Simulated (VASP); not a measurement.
# PbO2 (Fm-3m) in VASP: further runs

Runs on PbO2. Level: PBE. Tasks: single point.

Program: VASP 6.6.1. These are calculated values, not measurements. Logs are shortened: lines on timing, memory, paths and dates and some standing lists are left out, and cuts for length are marked.

## (1) The cell of the first run

It takes space group Fm-3m (No. 225, cubic). Conventional cell: a = 5.404 Å, b = 5.404 Å, c = 5.404 Å, α = 90.00°, β = 90.00°, γ = 90.00°. Within 3.1 Å of Pb (site symmetry m-3m) lie 8 O at 2.34 Å. Within 3.1 Å of O (site symmetry -43m) lie 4 Pb at 2.34 Å and 6 O at 2.70 Å.

## (2) Single point, PBE

INCAR reads:

```
SYSTEM = PbO2
  PREC = Accurate
  ENCUT = 520
  EDIFF = 1E-7
  ISMEAR = -1
  SIGMA = 0.1
  LREAL = .FALSE.
  LASPH = .TRUE.
  NELM = 60
  ALGO = Normal
  ISIF = 2
  LWAVE = .FALSE.
  LCHARG = .FALSE.
  GGA = PE
  NBANDS = 20
```

KPOINTS reads:

```
regular mesh
0
G
  6 6 6
  0 0 0
```

POSCAR reads:

```
PbO2
1.0
    0.0000000000      2.7019920000      2.7019920000
    2.7019920000      0.0000000000      2.7019920000
    2.7019920000      2.7019920000      0.0000000000
Pb O
1 2
Direct
    0.0000000000      0.0000000000      0.0000000000
    0.2500000000      0.2500000000      0.2500000000
    0.7500000000      0.7500000000      0.7500000000
```

Potentials or basis: VASP PAW PBE potentials, release 64 (Pb_d, O).

Run with:

```console
$ cat potpaw_PBE.64/Pb_d/POTCAR potpaw_PBE.64/O/POTCAR > POTCAR
$ mpirun -np 1 vasp_std > vasp.out
```

OUTCAR:

```text
SYSTEM = PbO2
   PREC = Accurate
   ENCUT = 520
   EDIFF = 1E-7
   ISMEAR = -1
   LREAL = .FALSE.
   LASPH = .TRUE.
   NELM = 60
   ISIF = 2
   GGA = PE

 ion  position               nearest neighbor table
   1  0.000  0.000  0.000-   3 2.34   3 2.34   3 2.34   2 2.34   2 2.34   2 2.34   3 2.34   2 2.34

   2  0.250  0.250  0.250-   1 2.34   1 2.34   1 2.34   1 2.34
   3  0.750  0.750  0.750-   1 2.34   1 2.34   1 2.34   1 2.34

  LATTYP: Found a face centered cubic cell.
 ALAT       =     5.4039840000

  Lattice vectors:

 A1 = (   0.0000000000,   2.7019920000,   2.7019920000)
 A2 = (   2.7019920000,   0.0000000000,   2.7019920000)
 A3 = (   2.7019920000,   2.7019920000,   0.0000000000)

Analysis of symmetry for initial positions (statically):
=====================================================================
 Subroutine PRICEL returns:
 Original cell was already a primitive cell.

 Routine SETGRP: Setting up the symmetry group for a
 face centered cubic supercell.

 Subroutine GETGRP returns: Found 48 space group operations
[... 9 lines left out ...]

 Routine SETGRP: Setting up the symmetry group for a
 face centered cubic supercell.

 Subroutine GETGRP returns: Found 48 space group operations
[... 11 lines left out ...]
                                     Primitive cell

  volume of cell :      39.4532

  direct lattice vectors                    reciprocal lattice vectors
     0.000000000  2.701992000  2.701992000    -0.185048660  0.185048660  0.185048660
     2.701992000  0.000000000  2.701992000     0.185048660 -0.185048660  0.185048660
     2.701992000  2.701992000  0.000000000     0.185048660  0.185048660 -0.185048660

  length of vectors
     3.821193732  3.821193732  3.821193732     0.320513682  0.320513682  0.320513682

  position of ions in fractional coordinates (direct lattice)
     0.000000000  0.000000000  0.000000000
     0.250000000  0.250000000  0.250000000
     0.750000000  0.750000000  0.750000000

  ion indices of the primitive-cell ions
   primitive index   ion index
                 1           1
                 2           2
                 3           3

----------------------------------------------------------------------------------------

 KPOINTS: regular mesh

Automatic generation of k-mesh.
 Grid dimensions read from file:
 generate k-points for:    6    6    6

 Generating k-lattice:

  Cartesian coordinates                     Fractional coordinates (reciprocal lattice)
    -0.030841443  0.030841443  0.030841443     0.166666667  0.000000000  0.000000000
     0.030841443 -0.030841443  0.030841443     0.000000000  0.166666667  0.000000000
     0.030841443  0.030841443 -0.030841443     0.000000000  0.000000000  0.166666667

  Length of vectors
     0.053418947  0.053418947  0.053418947

  Shift w.r.t. Gamma in fractional coordinates (k-lattice)
     0.000000000  0.000000000  0.000000000

 Subroutine IBZKPT returns following result:
 ===========================================

 Found     16 irreducible k-points:

 Following reciprocal coordinates:
            Coordinates               Weight
  0.000000  0.000000  0.000000      1.000000
  0.166667  0.000000  0.000000      8.000000
  0.333333  0.000000  0.000000      8.000000
  0.500000  0.000000  0.000000      4.000000
  0.166667  0.166667  0.000000      6.000000
  0.333333  0.166667  0.000000     24.000000
[... 8 lines left out ...]
 -0.333333  0.333333  0.166667     24.000000
 -0.333333  0.500000  0.166667     12.000000
   k-points           NKPTS =     16   k-points in BZ     NKDIM =     16   number of bands    NBANDS=     20
   number of dos      NEDOS =    301   number of ions     NIONS =      3
   total plane-waves  NPLWV =  21952
   dimension x,y,z NGX =    28 NGY =   28 NGZ =   28
   dimension x,y,z NGXF=    56 NGYF=   56 NGZF=   56
   ions per type =               1   2
   NGX,Y,Z   is equivalent  to a cutoff of  12.18, 12.18, 12.18 a.u.
   NGXF,Y,Z  is equivalent  to a cutoff of  24.36, 24.36, 24.36 a.u.
 SYSTEM =  PbO2
   PREC   = accura    normal or accurate (medium, high low for compatibility)
   ISTART =      0    job   : 0-new  1-cont  2-samecut
   ICHARG =      2    charge: 1-file 2-atom 10-const
   ISPIN  =      1    spin polarized calculation?
   LNONCOLLINEAR =      F non collinear calculations
   LSORBIT =      F    spin-orbit coupling
   LASPH  =      T    aspherical Exc in radial PAW
   ENCUT  =  520.0 eV  38.22 Ry    6.18 a.u.   7.10  7.10  7.10*2*pi/ulx,y,z
   NELM   =     60;   NELMIN=  2; NELMDL= -5     # of ELM steps
   EDIFF  = 0.1E-06   stopping-criterion for ELM
   LREAL  =      F    real-space projection
   EDIFFG = 0.1E-05   stopping-criterion for IOM
   NSW    =      0    number of steps for IOM
   IBRION =     -1    ionic relax: 0-MD 1-quasi-New 2-CG
   NFREE  =      0    steps in history (QN), initial steepest desc. (CG)
   ISIF   =      2    stress and relaxation
   ISYM   =      2    0-nonsym 1-usesym 2-fastsym
   POTIM  = 0.5000    time-step for ionic-motion
   TEBEG  =    0.0;   TEEND  =   0.0 temperature during run
   PSTRESS=    0.0 pullay stress
   NELECT =      26.0000    total number of electrons
   NUPDOWN=      -1.0000    fix difference up-down
   EMIN   =  10.00;   EMAX   =-10.00  energy-range for DOS
   EFERMI =   0.00;   METHOD = LEGACY
   ISMEAR =    -1;   SIGMA  =   0.10  broadening in eV -4-tet -1-fermi 0-gaus
   EFERMI_NEDOS =   21; number of points for ismear=-14 and -15
   IALGO  =     38    algorithm
   IMIX   =      4    mixing-type and parameters
     AMIX     =   0.40;   BMIX     =  1.00
     AMIX_MAG =   1.60;   BMIX_MAG =  1.00
  volume/ion in A,a.u.               =      13.15        88.75
  Fermi-wavevector in a.u.,A,eV,Ry     =   1.424640  2.692180 27.614384  2.029600
  Thomas-Fermi vector in A             =   2.545110
   LORBIT       =      0    0 simple, 1 ext, 2 COOP (PROOUT), +10 PAW based schemes
   GGA     = PE    functional components
[... 5 lines left out ...]
 non-spin polarized calculation
  energy-cutoff  :      520.00
  volume of cell :       39.45
 maximum number of plane-waves:      1073
   NGX = 15   NGY = 15   NGZ = 15

 number of electron      25.9999989 magnetization

 Free energy of the ion-electron system (eV)
  ---------------------------------------------------
  ext. energy  EPLUGINS =         0.00000000
  ---------------------------------------------------
  free energy    TOTEN  =       -15.61480621 eV

  energy without entropy =      -15.59940450  energy(sigma->0) =      -15.60710535

 E-fermi :   5.8070     XC(G=0): -11.1437

 val. band max:        5.6209043728   @ k =  -0.3333   0.5000   0.1667
 cond. band min:       5.9336705929   @ k =   0.1667   0.1667   0.0000
 fundamental gap:      0.3127662202
 Fermi energy:         5.8069932715

 k-point     1 :       0.0000    0.0000    0.0000
  band No.  band energies     occupation
      1     -12.8705      2.00000
      2     -10.0617      2.00000
      3     -10.0531      2.00000
      4     -10.0531      2.00000
      5     -10.0531      2.00000
      6      -9.8211      2.00000
[... 12 lines left out ...]
     19      21.2149      0.00000
     20      21.2149      0.00000

 k-point     2 :       0.1667    0.0000    0.0000
  band No.  band energies     occupation
      1     -12.6590      2.00000
      2     -10.9123      2.00000
      3     -10.0233      2.00000
      4     -10.0233      2.00000
      5      -9.8214      2.00000
      6      -9.8214      2.00000
[... 12 lines left out ...]
     19      21.0092      0.00000
     20      21.0092      0.00000

 k-point     3 :       0.3333    0.0000    0.0000
  band No.  band energies     occupation
      1     -12.2961      2.00000
      2     -11.3118      2.00000
      3      -9.9870      2.00000
      4      -9.9870      2.00000
      5      -9.7968      2.00000
      6      -9.7968      2.00000
[... 12 lines left out ...]
     19      20.7817      0.00000
     20      20.7817      0.00000

 k-point     4 :       0.5000    0.0000    0.0000
  band No.  band energies     occupation
      1     -12.2534      2.00000
      2     -11.2005      2.00000
      3      -9.9822      2.00000
      4      -9.9822      2.00000
      5      -9.7701      2.00000
      6      -9.7701      2.00000
[... 12 lines left out ...]
     19      20.7063      0.00000
     20      20.7063      0.00000

 k-point     5 :       0.1667    0.1667    0.0000
  band No.  band energies     occupation
      1     -12.5787      2.00000
      2     -11.0823      2.00000
      3      -9.9938      2.00000
      4      -9.9938      2.00000
      5      -9.8466      2.00000
      6      -9.8051      2.00000
[... 12 lines left out ...]
     19      21.0496      0.00000
     20      21.3298      0.00000

 k-point     6 :       0.3333    0.1667    0.0000
  band No.  band energies     occupation
      1     -12.2146      2.00000
      2     -11.5116      2.00000
      3      -9.9455      2.00000
      4      -9.9103      2.00000
      5      -9.8247      2.00000
      6      -9.7837      2.00000
[... 12 lines left out ...]
     19      21.3450      0.00000
     20      22.8928      0.00000

 k-point     7 :       0.5000    0.1667    0.0000
  band No.  band energies     occupation
      1     -12.1253      2.00000
      2     -11.4944      2.00000
      3      -9.9355      2.00000
      4      -9.8831      2.00000
      5      -9.7700      2.00000
      6      -9.5716      2.00000
[... 12 lines left out ...]
     19      21.1238      0.00000
     20      23.0366      0.00000
[... 93 lines left out ...]
 k-point    12 :      -0.3333    0.3333    0.0000
  band No.  band energies     occupation
      1     -11.9633      2.00000
      2     -11.7266      2.00000
      3      -9.8839      2.00000
      4      -9.8581      2.00000
      5      -9.8082      2.00000
      6      -9.0531      2.00000
[... 12 lines left out ...]
     19      21.2266      0.00000
     20      23.2733      0.00000

 k-point    13 :       0.5000    0.5000    0.0000
  band No.  band energies     occupation
      1     -12.0805      2.00000
      2     -11.4743      2.00000
      3      -9.9435      2.00000
      4      -9.8015      2.00000
      5      -9.8015      2.00000
      6      -9.7569      2.00000
[... 12 lines left out ...]
     19      21.8283      0.00000
     20      22.4249      0.00000

 k-point    14 :       0.5000    0.3333    0.1667
  band No.  band energies     occupation
      1     -11.9235      2.00000
      2     -11.7877      2.00000
      3      -9.8903      2.00000
      4      -9.8756      2.00000
      5      -9.8073      2.00000
      6      -9.5433      2.00000
[... 12 lines left out ...]
     19      21.3086      0.00000
     20      23.3340      0.00000

 k-point    15 :      -0.3333    0.3333    0.1667
  band No.  band energies     occupation
      1     -11.9592      2.00000
      2     -11.7322      2.00000
      3      -9.8835      2.00000
      4      -9.8581      2.00000
      5      -9.7920      2.00000
      6      -9.1145      2.00000
[... 12 lines left out ...]
     19      21.3409      0.00000
     20      23.3161      0.00000

 k-point    16 :      -0.3333    0.5000    0.1667
  band No.  band energies     occupation
      1     -11.9762      2.00000
      2     -11.6939      2.00000
      3      -9.9096      2.00000
      4      -9.8014      2.00000
      5      -9.7864      2.00000
      6      -9.3334      2.00000
[... 12 lines left out ...]
     19      22.1513      0.00000
     20      22.5111      0.00000

------------------------ aborting loop because EDIFF is reached ----------------------------------------

  FORCE on cell =-STRESS in cart. coord.  units (eV):
  Direction    XX          YY          ZZ          XY          YZ          ZX
  --------------------------------------------------------------------------------------
  -------------------------------------------------------------------------------------
  Total        0.1236086      0.1236086      0.1236086     -0.0000000      0.0000000      0.0000000
  in kB        5.0196912      5.0196912      5.0196912     -0.0000000      0.0000000      0.0000000
  external PRESSURE =       5.0196912 kB  Pullay stress =       0.0000000 kB

 VOLUME and BASIS-vectors are now :
 -----------------------------------------------------------------------------
  energy-cutoff  :      520.00
  volume of cell :       39.45
      direct lattice vectors                 reciprocal lattice vectors
     0.000000000  2.701992000  2.701992000    -0.185048660  0.185048660  0.185048660
     2.701992000  0.000000000  2.701992000     0.185048660 -0.185048660  0.185048660
     2.701992000  2.701992000  0.000000000     0.185048660  0.185048660 -0.185048660

 POSITION                                       TOTAL-FORCE (eV/Angst)
 -----------------------------------------------------------------------------------
      0.00000      0.00000      0.00000        -0.000000     -0.000000      0.000000
      1.35100      1.35100      1.35100         0.000000      0.000000      0.000000
      4.05299      4.05299      4.05299        -0.000000     -0.000000     -0.000000
 -----------------------------------------------------------------------------------
    total drift:                                0.000000      0.000000      0.000000

  FREE ENERGIE OF THE ION-ELECTRON SYSTEM (eV)
  ---------------------------------------------------
  free  energy   TOTEN  =       -15.6148062106 eV

  energy  without entropy=      -15.5994044955  energy(sigma->0) =      -15.60710535
```

It took 12 s on 1 thread of AMD EPYC 7R43 (Zen 3), shared host; peak memory 0.12 GiB.

Results:

```
Free energy            : -15.6148 eV
Pressure               : 0.5 GPa
Band gap on the k mesh : zero (band 13 reaches 5.62 eV, above the bottom of band 14 at 4.43 eV)
```

Caveat: spin-orbit coupling is left out, which moves the levels of the heavy elements.

(Part 1 of 2 ends here.)
